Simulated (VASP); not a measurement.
# BaS (I4/mmm) in VASP: notebook

The runs below take BaS through single point, with LDA.

Everything below comes from runs of VASP 6.6.1. Logs are shortened: lines on timing, memory, paths and dates and some standing lists are left out, and cuts for length are marked.

## (1) The cell of the first run

The structure is tetragonal, space group I4/mmm (No. 139). The conventional cell has a = 4.517 Å, b = 4.517 Å, c = 6.260 Å, α = 90.00°, β = 90.00°, γ = 90.00°. Within 4.1 Å of Ba (site symmetry 4/mmm) lie 6 S at 3.13 to 3.19 Å. S (site symmetry 4/mmm) has 6 Ba at 3.13 to 3.19 Å within 4.1 Å.

## (2) Single point, LDA (strain -0.0200 x Voigt [0, 0, 1, 0, 0, 0])

Input file INCAR:

```
PREC = Accurate
ENCUT = 520
EDIFF = 1E-6
ISMEAR = 0
SIGMA = 0.05
LREAL = False
LASPH = True
NELM = 80
ALGO = Normal
ISIF = 2
LWAVE = False
LCHARG = True
LELF = True
LVHAR = True
NBANDS = 15
```

Input file KPOINTS:

```
Automatic mesh
0
Gamma
  8 8 8
```

Input file POSCAR:

```
BaS
1.0
    0.0000000000      3.1937500000      3.1298750000
    3.1937500000      0.0000000000      3.1298750000
    3.1937500000      3.1937500000      0.0000000000
Ba S
1 1
Direct
    0.0000000000      0.0000000000      0.0000000000
    0.5000000000      0.5000000000      0.5000000000
```

Potentials or basis: VASP PAW LDA potentials, release 64 (Ba_sv, S).

On the command line:

```
> cat potpaw_LDA.64/Ba_sv/POTCAR potpaw_LDA.64/S/POTCAR > POTCAR
> mpirun -np 1 vasp_std > vasp.out
```

OUTCAR:

```text
PREC = Accurate
   ENCUT = 520
   EDIFF = 1E-6
   ISMEAR = 0
   LREAL = False
   LASPH = True
   NELM = 80
   ISIF = 2

 ion  position               nearest neighbor table
   1  0.000  0.000  0.000-   2 3.13   2 3.13   2 3.19   2 3.19   2 3.19   2 3.19
   2  0.500  0.500  0.500-   1 3.13   1 3.13   1 3.19   1 3.19   1 3.19   1 3.19

  LATTYP: Found a body centered tetragonal cell.
 ALAT       =     4.5166445648
 C/A-ratio  =     1.3859292911

  Lattice vectors:

 A1 = (   0.0000000000,  -3.1937500000,  -3.1298750000)
 A2 = (   0.0000000000,   3.1937500000,  -3.1298750000)
 A3 = (   3.1937500000,   0.0000000000,   3.1298750000)

Analysis of symmetry for initial positions (statically):
=====================================================================
 Subroutine PRICEL returns:
 Original cell was already a primitive cell.

 Routine SETGRP: Setting up the symmetry group for a
 body centered tetragonal supercell.

 Subroutine GETGRP returns: Found 16 space group operations
 (whereof 16 operations were pure point group operations)
 out of a pool of 16 trial point group operations.

The static configuration has the point symmetry D_4h.

Analysis of symmetry for dynamics (positions and initial velocities):
=====================================================================
 Subroutine PRICEL returns:
 Original cell was already a primitive cell.

 Routine SETGRP: Setting up the symmetry group for a
 body centered tetragonal supercell.

 Subroutine GETGRP returns: Found 16 space group operations
 (whereof 16 operations were pure point group operations)
 out of a pool of 16 trial point group operations.

The dynamic configuration has the point symmetry D_4h.

 Subroutine INISYM returns: Found 16 space group operations
 (whereof 16 operations are pure point group operations),
 and found     1 'primitive' translations

----------------------------------------------------------------------------------------

                                     Primitive cell

  volume of cell :      63.8497

  direct lattice vectors                    reciprocal lattice vectors
     0.000000000  3.193750000  3.129875000    -0.156555773  0.156555773  0.159750789
     3.193750000  0.000000000  3.129875000     0.156555773 -0.156555773  0.159750789
     3.193750000  3.193750000  0.000000000     0.156555773  0.156555773 -0.159750789

  length of vectors
     4.471706227  4.471706227  4.516644565     0.273019660  0.273019660  0.273019660

  position of ions in fractional coordinates (direct lattice)
     0.000000000  0.000000000  0.000000000
     0.500000000  0.500000000  0.500000000

  ion indices of the primitive-cell ions
   primitive index   ion index
                 1           1
                 2           2

----------------------------------------------------------------------------------------

 KPOINTS: Automatic mesh

Automatic generation of k-mesh.
 Grid dimensions read from file:
 generate k-points for:    8    8    8

 Generating k-lattice:

  Cartesian coordinates                     Fractional coordinates (reciprocal lattice)
    -0.019569472  0.019569472  0.019968849     0.125000000 -0.000000000  0.000000000
     0.019569472 -0.019569472  0.019968849    -0.000000000  0.125000000  0.000000000
     0.019569472  0.019569472 -0.019968849     0.000000000  0.000000000  0.125000000

  Length of vectors
     0.034127457  0.034127457  0.034127457

  Shift w.r.t. Gamma in fractional coordinates (k-lattice)
     0.000000000  0.000000000  0.000000000

 Subroutine IBZKPT returns following result:
 ===========================================

 Found     59 irreducible k-points:

 Following reciprocal coordinates:
            Coordinates               Weight
  0.000000  0.000000  0.000000      1.000000
  0.125000  0.000000  0.000000      8.000000
  0.250000  0.000000  0.000000      8.000000
  0.375000  0.000000  0.000000      8.000000
  0.500000  0.000000  0.000000      4.000000
  0.125000  0.125000  0.000000      2.000000
[... 16 lines left out ...]
  0.250000  0.000000  0.125000     16.000000
  0.375000 -0.000000  0.125000     16.000000
 [... further k-points ...]
   k-points           NKPTS =     59   k-points in BZ     NKDIM =     59   number of bands    NBANDS=     15
   number of dos      NEDOS =    301   number of ions     NIONS =      2
   total plane-waves  NPLWV =  46656
   dimension x,y,z NGX =    36 NGY =   36 NGZ =   36
   dimension x,y,z NGXF=    72 NGYF=   72 NGZF=   72
   ions per type =               1   1
   NGX,Y,Z   is equivalent  to a cutoff of  13.38, 13.38, 13.25 a.u.
   NGXF,Y,Z  is equivalent  to a cutoff of  26.77, 26.77, 26.50 a.u.
 SYSTEM =  unknown system
   PREC   = accura    normal or accurate (medium, high low for compatibility)
   ISTART =      0    job   : 0-new  1-cont  2-samecut
   ICHARG =      2    charge: 1-file 2-atom 10-const
   ISPIN  =      1    spin polarized calculation?
   LNONCOLLINEAR =      F non collinear calculations
   LSORBIT =      F    spin-orbit coupling
   LASPH  =      T    aspherical Exc in radial PAW
   ENCUT  =  520.0 eV  38.22 Ry    6.18 a.u.   8.31  8.31  8.40*2*pi/ulx,y,z
   NELM   =     80;   NELMIN=  2; NELMDL= -5     # of ELM steps
   EDIFF  = 0.1E-05   stopping-criterion for ELM
   LREAL  =      F    real-space projection
   EDIFFG = 0.1E-04   stopping-criterion for IOM
   NSW    =      0    number of steps for IOM
   IBRION =     -1    ionic relax: 0-MD 1-quasi-New 2-CG
   NFREE  =      0    steps in history (QN), initial steepest desc. (CG)
   ISIF   =      2    stress and relaxation
   ISYM   =      2    0-nonsym 1-usesym 2-fastsym
   POTIM  = 0.5000    time-step for ionic-motion
   TEBEG  =    0.0;   TEEND  =   0.0 temperature during run
   PSTRESS=    0.0 pullay stress
   NELECT =      16.0000    total number of electrons
   NUPDOWN=      -1.0000    fix difference up-down
   EMIN   =  10.00;   EMAX   =-10.00  energy-range for DOS
   EFERMI =   0.00;   METHOD = LEGACY
   ISMEAR =     0;   SIGMA  =   0.05  broadening in eV -4-tet -1-fermi 0-gaus
   EFERMI_NEDOS =   21; number of points for ismear=-14 and -15
   IALGO  =     38    algorithm
   IMIX   =      4    mixing-type and parameters
     AMIX     =   0.40;   BMIX     =  1.00
     AMIX_MAG =   1.60;   BMIX_MAG =  1.00
  volume/ion in A,a.u.               =      31.92       215.44
  Fermi-wavevector in a.u.,A,eV,Ry     =   1.032116  1.950417 14.493792  1.065264
  Thomas-Fermi vector in A             =   2.166298
   LORBIT       =      0    0 simple, 1 ext, 2 COOP (PROOUT), +10 PAW based schemes
   GGA     = CA    functional components
   LHFCALC =     F    Hartree Fock is set to
   AEXX    =    0.0000 exact exchange contribution
   IVDW    =     0    specifies the selected vdW correction
   LEPSILON=     F    determine dielectric tensor
   LRPA    =     F    only Hartree local field effects (RPA)
 non-spin polarized calculation
 Gauss-broadening in eV      SIGMA  =   0.05
  energy-cutoff  :      520.00
  volume of cell :       63.85
 maximum number of plane-waves:      1751
 NGX is ok and might be reduce to    36
   NGX = 17   NGY = 17   NGZ = 17

 number of electron      16.0000000 magnetization

 Free energy of the ion-electron system (eV)
  ---------------------------------------------------
  ext. energy  EPLUGINS =         0.00000000
  ---------------------------------------------------
  free energy    TOTEN  =       -11.16623858 eV

  energy without entropy =      -11.16623858  energy(sigma->0) =      -11.16623858

 E-fermi :   1.6356     XC(G=0):  -9.0735

 val. band max:        1.4004280951   @ k =   0.0000   0.0000   0.0000
 cond. band min:       3.2032887689   @ k =   0.5000   0.5000   0.0000
 fundamental gap:      1.8028606739
 Fermi energy:         1.6356161934

 k-point     1 :       0.0000    0.0000    0.0000
  band No.  band energies     occupation
      1     -24.5896      2.00000
      2      -9.6662      2.00000
      3      -9.6584      2.00000
      4      -9.6584      2.00000
      5      -8.9991      2.00000
      6       1.3241      2.00000
      7       1.3241      2.00000
      8       1.4004      2.00000
      9       4.7400      0.00000
     10       5.0037      0.00000
     11       5.0037      0.00000
     12       5.1481      0.00000
     13       5.9936      0.00000
     14       6.1439      0.00000
     15       9.8263      0.00000

 k-point     2 :       0.1250    0.0000    0.0000
  band No.  band energies     occupation
      1     -24.5821      2.00000
      2     -10.0180      2.00000
      3      -9.6681      2.00000
      4      -9.6665      2.00000
      5      -8.6289      2.00000
      6       0.9002      2.00000
      7       1.1024      2.00000
      8       1.1441      2.00000
      9       5.0292      0.00000
     10       5.2533      0.00000
     11       5.3322      0.00000
     12       5.3948      0.00000
     13       6.4607      0.00000
     14       6.6363      0.00000
     15      10.4796      0.00000

 k-point     3 :       0.2500    0.0000    0.0000
  band No.  band energies     occupation
      1     -24.5640      2.00000
      2     -10.4862      2.00000
      3      -9.6859      2.00000
      4      -9.6797      2.00000
      5      -8.1253      2.00000
      6       0.1151      2.00000
      7       0.6692      2.00000
      8       0.6847      2.00000
      9       5.2798      0.00000
     10       5.9477      0.00000
     11       5.9945      0.00000
     12       6.5979      0.00000
     13       7.6249      0.00000
     14       7.8492      0.00000
     15      11.8409      0.00000
[... 343 lines left out ...]
 k-point    23 :       0.2500    0.0000    0.1250
  band No.  band energies     occupation
      1     -24.5656      2.00000
      2     -10.3397      2.00000
      3      -9.7214      2.00000
      4      -9.7067      2.00000
      5      -8.2838      2.00000
      6       0.1013      2.00000
      7       0.9377      2.00000
      8       1.0475      2.00000
      9       4.5537      0.00000
     10       5.9449      0.00000
     11       6.2337      0.00000
     12       6.3475      0.00000
     13       6.8654      0.00000
     14       8.3490      0.00000
     15      11.8119      0.00000

 k-point    24 :       0.3750   -0.0000    0.1250
  band No.  band energies     occupation
      1     -24.5474      2.00000
      2     -10.6601      2.00000
      3      -9.7350      2.00000
      4      -9.7330      2.00000
      5      -7.9659      2.00000
      6      -0.2558      2.00000
      7       0.4706      2.00000
      8       0.6342      2.00000
      9       5.0167      0.00000
     10       6.9636      0.00000
     11       7.1201      0.00000
     12       7.2247      0.00000
     13       8.0909      0.00000
     14       9.3690      0.00000
     15      11.4218      0.00000

 [... further k-points ...]

------------------------ aborting loop because EDIFF is reached ----------------------------------------

  FORCE on cell =-STRESS in cart. coord.  units (eV):
  Direction    XX          YY          ZZ          XY          YZ          ZX
  --------------------------------------------------------------------------------------
  -------------------------------------------------------------------------------------
  Total       -0.6111299     -0.6111299      0.1410848      0.0000000      0.0000000     -0.0000000
  in kB      -15.3350540    -15.3350540      3.5402354      0.0000000      0.0000000     -0.0000000
  external PRESSURE =      -9.0432909 kB  Pullay stress =       0.0000000 kB

 VOLUME and BASIS-vectors are now :
 -----------------------------------------------------------------------------
  energy-cutoff  :      520.00
  volume of cell :       63.85
      direct lattice vectors                 reciprocal lattice vectors
     0.000000000  3.193750000  3.129875000    -0.156555773  0.156555773  0.159750789
     3.193750000  0.000000000  3.129875000     0.156555773 -0.156555773  0.159750789
     3.193750000  3.193750000  0.000000000     0.156555773  0.156555773 -0.159750789

 POSITION                                       TOTAL-FORCE (eV/Angst)
 -----------------------------------------------------------------------------------
      0.00000      0.00000      0.00000         0.000000     -0.000000      0.000000
      3.19375      3.19375      3.12988        -0.000000      0.000000      0.000000
 -----------------------------------------------------------------------------------
    total drift:                                0.000000      0.000000      0.000000

  FREE ENERGIE OF THE ION-ELECTRON SYSTEM (eV)
  ---------------------------------------------------
  free  energy   TOTEN  =       -11.1662385817 eV

  energy  without entropy=      -11.1662385817  energy(sigma->0) =      -11.16623858
```

Wall time 35 s (1 thread of Intel Xeon Platinum 8488C (Sapphire Rapids), shared host); peak memory 0.2 GiB.

What came out:

```
Free energy            : -11.1662 eV
Pressure               : -0.9 GPa
Band gap on the k mesh : 1.80 eV, indirect (least direct gap 1.94 eV)
```

Stress tensor (GPa, compression positive):
```
-1.53  0.00  0.00
 0.00 -1.53  0.00
 0.00  0.00  0.35
```

Caveat: the cell differs from its parent crystal (strain -0.0200 x Voigt [0, 0, 1, 0, 0, 0]); spin-orbit coupling is left out, which moves the levels of the heavy elements.

## (3) Single point, LDA (strain -0.0100 x Voigt [0, 0, 1, 0, 0, 0])

Input file INCAR:

```
PREC = Accurate
ENCUT = 520
EDIFF = 1E-6
ISMEAR = 0
SIGMA = 0.05
LREAL = F
LASPH = T
NELM = 100
ALGO = Normal
ISIF = 2
LWAVE = F
LCHARG = F
NBANDS = 15
```

KPOINTS is that of step 2.

Input file POSCAR:

```
BaS
1.0
    0.0000000000      3.1937500000      3.1618125000
    3.1937500000      0.0000000000      3.1618125000
    3.1937500000      3.1937500000      0.0000000000
Ba S
1 1
Direct
    0.0000000000      0.0000000000      0.0000000000
    0.5000000000      0.5000000000      0.5000000000
```

Potentials or basis: VASP PAW LDA potentials, release 64 (Ba_sv, S).

On the command line:

```
> cat potpaw_LDA.64/Ba_sv/POTCAR potpaw_LDA.64/S/POTCAR > POTCAR
> mpirun -np 1 vasp_std > vasp.out
```

OUTCAR:

```text
PREC = Accurate
   ENCUT = 520
   EDIFF = 1E-6
   ISMEAR = 0
   LREAL = F
   LASPH = T
   NELM = 100
   ISIF = 2

 ion  position               nearest neighbor table
   1  0.000  0.000  0.000-   2 3.16   2 3.16   2 3.19   2 3.19   2 3.19   2 3.19
   2  0.500  0.500  0.500-   1 3.16   1 3.16   1 3.19   1 3.19   1 3.19   1 3.19

  LATTYP: Found a body centered tetragonal cell.
 ALAT       =     4.5166445648
 C/A-ratio  =     1.4000714267

  Lattice vectors:
[... 618 lines left out ...]

 [... further k-points ...]

------------------------ aborting loop because EDIFF is reached ----------------------------------------

  FORCE on cell =-STRESS in cart. coord.  units (eV):
  Direction    XX          YY          ZZ          XY          YZ          ZX
  --------------------------------------------------------------------------------------
  -------------------------------------------------------------------------------------
  Total       -0.6807361     -0.6807361     -0.3298991      0.0000000      0.0000000     -0.0000000
  in kB      -16.9091357    -16.9091357     -8.1945257      0.0000000      0.0000000     -0.0000000
  external PRESSURE =     -14.0042657 kB  Pullay stress =       0.0000000 kB

 VOLUME and BASIS-vectors are now :
 -----------------------------------------------------------------------------
  energy-cutoff  :      520.00
  volume of cell :       64.50
      direct lattice vectors                 reciprocal lattice vectors
     0.000000000  3.193750000  3.161812500    -0.156555773  0.156555773  0.158137144
     3.193750000  0.000000000  3.161812500     0.156555773 -0.156555773  0.158137144
     3.193750000  3.193750000  0.000000000     0.156555773  0.156555773 -0.158137144

 POSITION                                       TOTAL-FORCE (eV/Angst)
 -----------------------------------------------------------------------------------
      0.00000      0.00000      0.00000        -0.000000      0.000000     -0.000000
      3.19375      3.19375      3.16181         0.000000     -0.000000      0.000000
 -----------------------------------------------------------------------------------
    total drift:                                0.000000      0.000000      0.000000

  FREE ENERGIE OF THE ION-ELECTRON SYSTEM (eV)
  ---------------------------------------------------
  free  energy   TOTEN  =       -11.1653189503 eV

  energy  without entropy=      -11.1653189503  energy(sigma->0) =      -11.16531895
```

OSZICAR:

```text
N       E                     dE             d eps       ncg     rms          rms(c)
DAV:   1     0.794176037863E+02    0.79418E+02   -0.68806E+03  1770   0.933E+02
DAV:   2    -0.714594322702E+01   -0.86564E+02   -0.78348E+02  2420   0.169E+02
DAV:   3    -0.116032638744E+02   -0.44573E+01   -0.44295E+01  2485   0.400E+01
DAV:   4    -0.116888884608E+02   -0.85625E-01   -0.85607E-01  2291   0.538E+00
DAV:   5    -0.116905606114E+02   -0.16722E-02   -0.16721E-02  2576   0.610E-01    0.491E+00
DAV:   6    -0.111930914517E+02    0.49747E+00   -0.65730E-01  2008   0.485E+00    0.340E+00
DAV:   7    -0.111704322487E+02    0.22659E-01   -0.13353E-01  2268   0.202E+00    0.195E+00
DAV:   8    -0.111661631888E+02    0.42691E-02   -0.20475E-02  1966   0.815E-01    0.247E-01
DAV:   9    -0.111651701870E+02    0.99300E-03   -0.25405E-03  2106   0.298E-01    0.136E-01
DAV:  10    -0.111653344322E+02   -0.16425E-03   -0.22420E-04  2029   0.105E-01    0.323E-02
DAV:  11    -0.111653182431E+02    0.16189E-04   -0.51569E-05  2344   0.416E-02    0.119E-02
DAV:  12    -0.111653189503E+02   -0.70720E-06   -0.45145E-06  2008   0.119E-02
   1 F= -.11165319E+02 E0= -.11165319E+02  d E =-.495240E-19
```

Run time: 33 s. Hardware: 1 thread of Intel Xeon Platinum 8488C (Sapphire Rapids), shared host; peak memory 0.2 GiB.

Results:

- Free energy: -11.1653 eV
- Pressure: -1.4 GPa
- Band gap on the k mesh: 1.86 eV, indirect (least direct gap 1.99 eV)

Stress tensor (GPa, compression positive):
```
-1.69  0.00  0.00
 0.00 -1.69  0.00
 0.00  0.00 -0.82
```

Levels at points of the mesh, in eV from the valence-band top:
```
           k point  band 4  band 5  band 6  band 7  band 8  band 9  band 10  band 11  band 12  band 13
(0.00, 0.00, 0.00)  -11.06  -10.36   -0.04   -0.04    0.00    3.33     3.65     3.65     3.73     4.64
(0.50, 0.00, 0.00)  -11.10   -9.04   -2.07   -1.16   -1.16    5.40     5.48     6.18     6.20     8.79
(0.50, 0.50, 0.00)  -11.28  -10.26   -0.51   -0.17   -0.17    1.86     5.87     5.88     7.43     7.43
(0.50, 0.00, 0.50)  -11.26  -10.26   -0.57   -0.17   -0.13    1.86     5.80     5.93     7.39     7.48
```

Caveat: the cell differs from its parent crystal (strain -0.0100 x Voigt [0, 0, 1, 0, 0, 0]); spin-orbit coupling is left out, which moves the levels of the heavy elements. A k mesh can miss the band edges.

(Continued in part 2 of 4.)
